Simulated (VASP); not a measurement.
# CdS (F-43m) in VASP: further runs

CdS is run at these levels: r2SCAN; tasks: single point.

All numbers are computed with VASP 6.6.1; they aren't measurements. Logs are shortened: lines on timing, memory, paths and dates and some standing lists are left out, and cuts for length are marked.

## (1) The cell of the first run

It takes space group F-43m (No. 216, cubic). Conventional cell: a = 5.879 Å, b = 5.879 Å, c = 5.879 Å, α = 90.00°, β = 90.00°, γ = 90.00°. Cd (site symmetry -43m) has 4 S at 2.55 Å within 3.4 Å. S (site symmetry -43m) has 4 Cd at 2.55 Å within 3.4 Å.

## (2) Single point, r2SCAN

The input, POSCAR:

```
CdS
1.0
    0.0000000000      2.9392799568      2.9392799568
    2.9392799568      0.0000000000      2.9392799568
    2.9392799568      2.9392799568      0.0000000000
Cd S
1 1
Direct
    0.0000000000      0.0000000000      0.0000000000
    0.2500000000      0.2500000000      0.2500000000
```

The input, INCAR.step1:

```
  ALGO = Normal
  EDIFF = 1E-4
  ENCUT = 520
  GGA = PE
  ISMEAR = 0
  LASPH = T
  LCHARG = F
  LREAL = F
  LWAVE = T
  NBANDS = 16
  NELM = 60
  PREC = Accurate
  SIGMA = 0.02
```

The input, INCAR.step2:

```
  ALGO = Normal
  EDIFF = 1E-6
  ENCUT = 520
  ISIF = 2
  ISMEAR = 0
  ISTART = 1
  LASPH = T
  LCHARG = F
  LMIXTAU = T
  LREAL = F
  LWAVE = F
  METAGGA = R2SCAN
  NBANDS = 16
  NELM = 60
  PREC = Accurate
  SIGMA = 0.02
```

The input, KPOINTS:

```
k-points
0
Gamma
  8 8 8
```

Potentials or basis: VASP PAW PBE potentials, release 64 (Cd, S).

On the command line:

```sh
> cat potpaw_PBE.64/Cd/POTCAR potpaw_PBE.64/S/POTCAR > POTCAR
> cp INCAR.step1 INCAR
> mpirun -np 1 vasp_std > vasp.out
> cp INCAR.step2 INCAR
> mpirun -np 1 vasp_std > vasp.out
```

OUTCAR:

```text
EDIFF = 1E-6
   ENCUT = 520
   ISIF = 2
   ISMEAR = 0
   ISTART = 1
   LASPH = T
   LREAL = F
   METAGGA = R2SCAN
   NELM = 60
   PREC = Accurate

 ion  position               nearest neighbor table
   1  0.000  0.000  0.000-   2 2.55   2 2.55   2 2.55   2 2.55
   2  0.250  0.250  0.250-   1 2.55   1 2.55   1 2.55   1 2.55

  LATTYP: Found a face centered cubic cell.
 ALAT       =     5.8785599136

  Lattice vectors:

 A1 = (   0.0000000000,   2.9392799568,   2.9392799568)
 A2 = (   2.9392799568,   0.0000000000,   2.9392799568)
 A3 = (   2.9392799568,   2.9392799568,   0.0000000000)

Analysis of symmetry for initial positions (statically):
=====================================================================
 Subroutine PRICEL returns:
 Original cell was already a primitive cell.

 Routine SETGRP: Setting up the symmetry group for a
 face centered cubic supercell.

 Subroutine GETGRP returns: Found 24 space group operations
 (whereof 24 operations were pure point group operations)
 out of a pool of 48 trial point group operations.

The static configuration has the point symmetry T_d .

Analysis of symmetry for dynamics (positions and initial velocities):
=====================================================================
 Subroutine PRICEL returns:
 Original cell was already a primitive cell.

 Routine SETGRP: Setting up the symmetry group for a
 face centered cubic supercell.

 Subroutine GETGRP returns: Found 24 space group operations
 (whereof 24 operations were pure point group operations)
 out of a pool of 48 trial point group operations.

The dynamic configuration has the point symmetry T_d .

 Subroutine INISYM returns: Found 24 space group operations
 (whereof 24 operations are pure point group operations),
 and found     1 'primitive' translations

----------------------------------------------------------------------------------------

                                     Primitive cell

  volume of cell :      50.7870

  direct lattice vectors                    reciprocal lattice vectors
     0.000000000  2.939279957  2.939279957    -0.170109689  0.170109689  0.170109689
     2.939279957  0.000000000  2.939279957     0.170109689 -0.170109689  0.170109689
     2.939279957  2.939279957  0.000000000     0.170109689  0.170109689 -0.170109689

  length of vectors
     4.156769579  4.156769579  4.156769579     0.294638625  0.294638625  0.294638625

  position of ions in fractional coordinates (direct lattice)
     0.000000000  0.000000000  0.000000000
     0.250000000  0.250000000  0.250000000

  ion indices of the primitive-cell ions
   primitive index   ion index
                 1           1
                 2           2

----------------------------------------------------------------------------------------

 KPOINTS: k-points

Automatic generation of k-mesh.
 Grid dimensions read from file:
 generate k-points for:    8    8    8

 Generating k-lattice:

  Cartesian coordinates                     Fractional coordinates (reciprocal lattice)
    -0.021263711  0.021263711  0.021263711     0.125000000  0.000000000  0.000000000
     0.021263711 -0.021263711  0.021263711     0.000000000  0.125000000  0.000000000
     0.021263711  0.021263711 -0.021263711     0.000000000  0.000000000  0.125000000

  Length of vectors
     0.036829828  0.036829828  0.036829828

  Shift w.r.t. Gamma in fractional coordinates (k-lattice)
     0.000000000  0.000000000  0.000000000

 Subroutine IBZKPT returns following result:
 ===========================================

 Found     29 irreducible k-points:

 Following reciprocal coordinates:
            Coordinates               Weight
  0.000000  0.000000  0.000000      1.000000
  0.125000  0.000000  0.000000      8.000000
  0.250000  0.000000  0.000000      8.000000
  0.375000  0.000000  0.000000      8.000000
  0.500000  0.000000  0.000000      4.000000
  0.125000  0.125000  0.000000      6.000000
[... 16 lines left out ...]
  0.500000  0.250000  0.125000     48.000000
 -0.375000  0.250000  0.125000     24.000000
 [... further k-points ...]
   k-points           NKPTS =     29   k-points in BZ     NKDIM =     29   number of bands    NBANDS=     16
   number of dos      NEDOS =    301   number of ions     NIONS =      2
   total plane-waves  NPLWV =  32768
   dimension x,y,z NGX =    32 NGY =   32 NGZ =   32
   dimension x,y,z NGXF=    64 NGYF=   64 NGZF=   64
   ions per type =               1   1
   NGX,Y,Z   is equivalent  to a cutoff of  12.80, 12.80, 12.80 a.u.
   NGXF,Y,Z  is equivalent  to a cutoff of  25.60, 25.60, 25.60 a.u.
 SYSTEM =  unknown system
   PREC   = accura    normal or accurate (medium, high low for compatibility)
   ISTART =      1    job   : 0-new  1-cont  2-samecut
   ICHARG =      0    charge: 1-file 2-atom 10-const
   ISPIN  =      1    spin polarized calculation?
   LNONCOLLINEAR =      F non collinear calculations
   LSORBIT =      F    spin-orbit coupling
   LASPH  =      T    aspherical Exc in radial PAW
   ENCUT  =  520.0 eV  38.22 Ry    6.18 a.u.   7.73  7.73  7.73*2*pi/ulx,y,z
   NELM   =     60;   NELMIN=  2; NELMDL=  0     # of ELM steps
   EDIFF  = 0.1E-05   stopping-criterion for ELM
   LREAL  =      F    real-space projection
   EDIFFG = 0.1E-04   stopping-criterion for IOM
   NSW    =      0    number of steps for IOM
   IBRION =     -1    ionic relax: 0-MD 1-quasi-New 2-CG
   NFREE  =      0    steps in history (QN), initial steepest desc. (CG)
   ISIF   =      2    stress and relaxation
   ISYM   =      2    0-nonsym 1-usesym 2-fastsym
   POTIM  = 0.5000    time-step for ionic-motion
   TEBEG  =    0.0;   TEEND  =   0.0 temperature during run
   PSTRESS=    0.0 pullay stress
   NELECT =      18.0000    total number of electrons
   NUPDOWN=      -1.0000    fix difference up-down
   EMIN   =  10.00;   EMAX   =-10.00  energy-range for DOS
   EFERMI =   0.00;   METHOD = LEGACY
   ISMEAR =     0;   SIGMA  =   0.02  broadening in eV -4-tet -1-fermi 0-gaus
   EFERMI_NEDOS =   21; number of points for ismear=-14 and -15
   IALGO  =     38    algorithm
   IMIX   =      4    mixing-type and parameters
     AMIX     =   0.40;   BMIX     =  1.00
     AMIX_MAG =   1.60;   BMIX_MAG =  1.00
  volume/ion in A,a.u.               =      25.39       171.36
  Fermi-wavevector in a.u.,A,eV,Ry     =   1.158550  2.189342 18.262252  1.342238
  Thomas-Fermi vector in A             =   2.295151
   LORBIT       =      0    0 simple, 1 ext, 2 COOP (PROOUT), +10 PAW based schemes
   METAGGA = R2SCAN    functional components
   LHFCALC =     F    Hartree Fock is set to
   AEXX    =    0.0000 exact exchange contribution
   IVDW    =     0    specifies the selected vdW correction
   LEPSILON=     F    determine dielectric tensor
   LRPA    =     F    only Hartree local field effects (RPA)
 non-spin polarized calculation
 Gauss-broadening in eV      SIGMA  =   0.02
  energy-cutoff  :      520.00
  volume of cell :       50.79
 maximum number of plane-waves:      1384
   NGX = 15   NGY = 15   NGZ = 15

 number of electron      18.0000005 magnetization

 Free energy of the ion-electron system (eV)
  ---------------------------------------------------
  ext. energy  EPLUGINS =         0.00000000
  ---------------------------------------------------
  free energy    TOTEN  =       -29.68596426 eV

  energy without entropy =      -29.68596426  energy(sigma->0) =      -29.68596426

 E-fermi :   0.9466     XC(G=0):  -9.6187

 val. band max:        0.8519483831   @ k =   0.0000   0.0000   0.0000
 cond. band min:       2.3901187263   @ k =   0.0000   0.0000   0.0000
 fundamental gap:      1.5381703432
 Fermi energy:         0.9466477599

 k-point     1 :       0.0000    0.0000    0.0000
  band No.  band energies     occupation
      1     -11.8789      2.00000
      2      -7.0338      2.00000
      3      -7.0338      2.00000
      4      -7.0338      2.00000
      5      -6.5533      2.00000
      6      -6.5533      2.00000
[... 8 lines left out ...]
     15      12.8275      0.00000
     16      12.8275      0.00000

 k-point     2 :       0.1250    0.0000    0.0000
  band No.  band energies     occupation
      1     -11.8194      2.00000
      2      -7.0116      2.00000
      3      -7.0116      2.00000
      4      -6.9767      2.00000
      5      -6.5541      2.00000
      6      -6.5541      2.00000
[... 8 lines left out ...]
     15      12.1978      0.00000
     16      13.2641      0.00000

 k-point     3 :       0.2500    0.0000    0.0000
  band No.  band energies     occupation
      1     -11.6752      2.00000
      2      -6.9631      2.00000
      3      -6.9631      2.00000
      4      -6.7785      2.00000
      5      -6.5488      2.00000
      6      -6.5488      2.00000
[... 8 lines left out ...]
     15      11.9661      0.00000
     16      12.5389      0.00000

 k-point     4 :       0.3750    0.0000    0.0000
  band No.  band energies     occupation
      1     -11.5310      2.00000
      2      -6.9247      2.00000
      3      -6.9247      2.00000
      4      -6.5302      2.00000
      5      -6.5301      2.00000
      6      -6.4295      2.00000
[... 8 lines left out ...]
     15      12.8811      0.00000
     16      12.8811      0.00000
[... 324 lines left out ...]
 k-point    22 :       0.3750    0.2500    0.1250
  band No.  band energies     occupation
      1     -11.5693      2.00000
      2      -6.9103      2.00000
      3      -6.8842      2.00000
      4      -6.7107      2.00000
      5      -6.5443      2.00000
      6      -6.4948      2.00000
[... 8 lines left out ...]
     15      13.4083      0.00000
     16      15.1460      0.00000

 k-point    23 :       0.5000    0.2500    0.1250
  band No.  band energies     occupation
      1     -11.4559      2.00000
      2      -6.8727      2.00000
      3      -6.8492      2.00000
      4      -6.6144      2.00000
      5      -6.5207      2.00000
      6      -6.2687      2.00000
[... 8 lines left out ...]
     15      14.2457      0.00000
     16      14.5197      0.00000

 k-point    24 :      -0.3750    0.2500    0.1250
  band No.  band energies     occupation
      1     -11.4095      2.00000
      2      -6.8664      2.00000
      3      -6.8329      2.00000
      4      -6.5769      2.00000
      5      -6.5275      2.00000
      6      -6.0791      2.00000
[... 8 lines left out ...]
     15      13.6661      0.00000
     16      14.6120      0.00000

 [... further k-points ...]

------------------------ aborting loop because EDIFF is reached ----------------------------------------

  FORCE on cell =-STRESS in cart. coord.  units (eV):
  Direction    XX          YY          ZZ          XY          YZ          ZX
  --------------------------------------------------------------------------------------
  -------------------------------------------------------------------------------------
  Total        0.0899591      0.0899591      0.0899591     -0.0000000     -0.0000000      0.0000000
  in kB        2.8379372      2.8379372      2.8379372     -0.0000000     -0.0000000      0.0000000
  external PRESSURE =       2.8379372 kB  Pullay stress =       0.0000000 kB

 VOLUME and BASIS-vectors are now :
 -----------------------------------------------------------------------------
  energy-cutoff  :      520.00
  volume of cell :       50.79
      direct lattice vectors                 reciprocal lattice vectors
     0.000000000  2.939279957  2.939279957    -0.170109689  0.170109689  0.170109689
     2.939279957  0.000000000  2.939279957     0.170109689 -0.170109689  0.170109689
     2.939279957  2.939279957  0.000000000     0.170109689  0.170109689 -0.170109689

 POSITION                                       TOTAL-FORCE (eV/Angst)
 -----------------------------------------------------------------------------------
      0.00000      0.00000      0.00000         0.000000      0.000000      0.000000
      1.46964      1.46964      1.46964        -0.000000     -0.000000     -0.000000
 -----------------------------------------------------------------------------------
    total drift:                               -0.000004     -0.000004     -0.000004

  FREE ENERGIE OF THE ION-ELECTRON SYSTEM (eV)
  ---------------------------------------------------
  free  energy   TOTEN  =       -29.6859642602 eV

  energy  without entropy=      -29.6859642602  energy(sigma->0) =      -29.68596426
```

Run time: 2.8 min. Hardware: 1 thread of AMD EPYC 7R13, shared host; peak memory 0.16 GiB.

Results:

| Item | Value |
| --- | --- |
| Free energy | -29.6860 eV |
| Pressure | 0.3 GPa |
| Band gap on the k mesh | 1.54 eV |

Levels at points of the mesh, in eV from the valence-band top:
```
           k point  band 5  band 6  band 7  band 8  band 9  band 10  band 11  band 12  band 13  band 14
(0.00, 0.00, 0.00)   -7.41   -7.41    0.00    0.00    0.00     1.54     7.08     7.08     7.08    11.82
(0.50, 0.00, 0.00)   -7.37   -7.04   -4.32   -0.73   -0.73     3.44     7.48     7.48     7.83    11.49
(0.50, 0.50, 0.00)   -7.32   -6.97   -3.87   -1.84   -1.84     3.88     4.73     9.69    11.40    11.40
```

Caveat: the PAW data sets were made with another functional, which shifts forces and pressure a little. r2SCAN opens gaps a little over a GGA but as a rule still falls short of measured ones.

## (3) Single point, r2SCAN

POSCAR is that of step 2.

The input, INCAR.step1:

```
SYSTEM = CdS
PREC     = Accurate       ! precision mode
ENCUT    = 520            ! plane-wave cutoff, eV
ISMEAR   = 0              ! smearing method
SIGMA    = 0.02           ! smearing width, eV
LREAL    = .False.        ! projectors in reciprocal space
LASPH    = .True.         ! aspherical terms in the spheres
NELM     = 80             ! most SCF steps
NBANDS   = 16             ! bands
GGA      = PE             ! functional
ALGO     = Normal         ! electronic algorithm
EDIFF    = 1E-4           ! SCF threshold, eV
LWAVE    = .True.         ! write WAVECAR
LCHARG   = .False.        ! write CHGCAR
```

The input, INCAR.step2:

```
SYSTEM = CdS
PREC     = Accurate       ! precision mode
ENCUT    = 520            ! plane-wave cutoff, eV
EDIFF    = 1E-6           ! SCF threshold, eV
ISMEAR   = 0              ! smearing method
SIGMA    = 0.02           ! smearing width, eV
LREAL    = .False.        ! projectors in reciprocal space
LASPH    = .True.         ! aspherical terms in the spheres
NELM     = 80             ! most SCF steps
ALGO     = Normal         ! electronic algorithm
ISIF     = 2              ! what is computed and relaxed
LWAVE    = .False.        ! write WAVECAR
LCHARG   = .False.        ! write CHGCAR
METAGGA  = R2SCAN         ! meta-GGA
LMIXTAU  = .True.       
NBANDS   = 16             ! bands
ISTART   = 1
```

The input, KPOINTS:

```
Automatic mesh
0
Gamma
  8 8 8
  0 0 0
```

Potentials or basis: VASP PAW PBE potentials, release 64 (Cd, S).

On the command line:

```sh
> cat potpaw_PBE.64/Cd/POTCAR potpaw_PBE.64/S/POTCAR > POTCAR
> cp INCAR.step1 INCAR
> mpirun -np 1 vasp_std > vasp.out
> cp INCAR.step2 INCAR
> mpirun -np 1 vasp_std > vasp.out
```

OUTCAR:

```text
SYSTEM = CdS
   PREC = Accurate
   ENCUT = 520
   EDIFF = 1E-6
   ISMEAR = 0
   LREAL = .False.
   LASPH = .True.
   NELM = 80
   ISIF = 2
   METAGGA = R2SCAN
   ISTART = 1

 ion  position               nearest neighbor table
   1  0.000  0.000  0.000-   2 2.55   2 2.55   2 2.55   2 2.55
   2  0.250  0.250  0.250-   1 2.55   1 2.55   1 2.55   1 2.55

  LATTYP: Found a face centered cubic cell.
 ALAT       =     5.8785599136

  Lattice vectors:

[... 641 lines left out ...]
 [... further k-points ...]

------------------------ aborting loop because EDIFF is reached ----------------------------------------

  FORCE on cell =-STRESS in cart. coord.  units (eV):
  Direction    XX          YY          ZZ          XY          YZ          ZX
  --------------------------------------------------------------------------------------
  -------------------------------------------------------------------------------------
  Total        0.0899591      0.0899591      0.0899591     -0.0000000     -0.0000000      0.0000000
  in kB        2.8379372      2.8379372      2.8379372     -0.0000000     -0.0000000      0.0000000
  external PRESSURE =       2.8379372 kB  Pullay stress =       0.0000000 kB

 VOLUME and BASIS-vectors are now :
 -----------------------------------------------------------------------------
  energy-cutoff  :      520.00
  volume of cell :       50.79
      direct lattice vectors                 reciprocal lattice vectors
     0.000000000  2.939279957  2.939279957    -0.170109689  0.170109689  0.170109689
     2.939279957  0.000000000  2.939279957     0.170109689 -0.170109689  0.170109689
     2.939279957  2.939279957  0.000000000     0.170109689  0.170109689 -0.170109689

 POSITION                                       TOTAL-FORCE (eV/Angst)
 -----------------------------------------------------------------------------------
      0.00000      0.00000      0.00000         0.000000      0.000000      0.000000
      1.46964      1.46964      1.46964        -0.000000     -0.000000     -0.000000
 -----------------------------------------------------------------------------------
    total drift:                               -0.000004     -0.000004     -0.000004

  FREE ENERGIE OF THE ION-ELECTRON SYSTEM (eV)
  ---------------------------------------------------
  free  energy   TOTEN  =       -29.6859642602 eV

  energy  without entropy=      -29.6859642602  energy(sigma->0) =      -29.68596426
```

OSZICAR.step1:

```text
N       E                     dE             d eps       ncg     rms          rms(c)
DAV:   1     0.110414190291E+03    0.11041E+03   -0.88927E+03   944   0.102E+03
DAV:   2    -0.238966576279E+01   -0.11280E+03   -0.10601E+03  1128   0.255E+02
DAV:   3    -0.666128611304E+01   -0.42716E+01   -0.42648E+01  1184   0.517E+01
DAV:   4    -0.668689871843E+01   -0.25613E-01   -0.25611E-01  1192   0.392E+00
DAV:   5    -0.668725559610E+01   -0.35688E-03   -0.35688E-03  1128   0.436E-01    0.772E+00
DAV:   6    -0.615741469203E+01    0.52984E+00   -0.84918E-01  1408   0.114E+01    0.626E+00
DAV:   7    -0.613889318712E+01    0.18522E-01   -0.19166E-01  1128   0.299E+00    0.308E+00
DAV:   8    -0.613915705281E+01   -0.26387E-03   -0.17273E-02  1104   0.165E+00    0.291E-01
DAV:   9    -0.613908993935E+01    0.67113E-04   -0.20235E-03  1136   0.652E-01    0.592E-02
DAV:  10    -0.613922131050E+01   -0.13137E-03   -0.24452E-04  1120   0.155E-01    0.693E-02
DAV:  11    -0.613930722004E+01   -0.85910E-04   -0.13850E-04  1048   0.919E-02
   1 F= -.61393072E+01 E0= -.61393072E+01  d E =-.632285E-20
```

It took 2.4 min on 1 thread of AMD EPYC 7R13, shared host; peak memory 0.16 GiB.

Results:

* Free energy: -29.6860 eV
* Pressure: 0.3 GPa
* Band gap on the k mesh: 1.54 eV

Caveat: the PAW data sets were made with another functional, which shifts forces and pressure a little.

(Part 1 of 2 ends here.)
